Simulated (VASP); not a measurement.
Set up this calculation in VASP 6.6.1, as the native input.

| Item | Value |
| --- | --- |
| Task | relaxation of cell and atoms |
| Functional | LDA |
| Potentials or basis | VASP PAW LDA potentials, release 64 (Sc_sv) |
| Cutoff | 600 eV |
| k mesh | 15 × 15 × 15 |
| Occupations | fermi-dirac, width 0.05 eV |
| Spin | no spin polarisation |
| Target pressure | 32 GPa |
| Dipole correction | no |
| Further INCAR settings | ALGO = Normal; EDIFF = 1e-07; IBRION = 2; EDIFFG = -0.005; NSW = 60; ISIF = 3 |

The structure of Sc lies in POSCAR:

```
Sc
1.0
    2.5607104458      0.0000000000      0.0000000000
    0.0000000000      2.5607104458      0.0000000000
    0.0000000000      0.0000000000      2.5607104458
Sc
1
Direct
    0.0000000000      0.0000000000      0.0000000000
```

The input as run:

INCAR

```
SYSTEM = Sc
ALGO     = Normal         ! electronic algorithm
EDIFF    = 1E-7           ! SCF threshold, eV
EDIFFG   = -0.005         ! ionic threshold
ENCUT    = 600            ! plane-wave cutoff, eV
IBRION   = 2              ! ionic algorithm
ISIF     = 3              ! what is computed and relaxed
ISMEAR   = -1             ! smearing method
LASPH    = .True.         ! aspherical terms in the spheres
LCHARG   = .False.        ! write CHGCAR
LREAL    = .False.        ! projectors in reciprocal space
LWAVE    = .False.        ! write WAVECAR
NELM     = 80             ! most SCF steps
NSW      = 60             ! ionic steps
PREC     = Accurate       ! precision mode
PSTRESS  = 320.0        
SIGMA    = 0.05           ! smearing width, eV
```

KPOINTS

```
k-points
0
Gamma
  15 15 15
  0 0 0
```

Potentials or basis: VASP PAW LDA potentials, release 64 (Sc_sv).

Launch:

```bash
$ cat potpaw_LDA.64/Sc_sv/POTCAR > POTCAR
$ mpirun -np 1 vasp_std > vasp.out
```

It gave:

| Property | Result |
| --- | --- |
| Relaxed volume | 15.37 Å³/atom |
| Relaxed cell | a = 2.486 Å, b = 2.486 Å, c = 2.486 Å, α = 90.00°, β = 90.00°, γ = 90.00° |
| Space group after relaxing (to 0.05 Å) | Pm-3m (No. 221) |
| Energy change on relaxing (the enthalpy is what falls) | +234.8 meV/atom |
| Ionic steps | 6 |
| Pressure after relaxing | 32.0 GPa |

Caveat: the cell is relaxed towards a set pressure, so the enthalpy falls and the energy may rise.

It took 44 s on 1 thread of Intel(R) Xeon(R) Platinum 8259CL CPU @ 2.50GHz (Skylake/Cascade Lake), with other jobs on the host, peak memory 0.14 GiB.
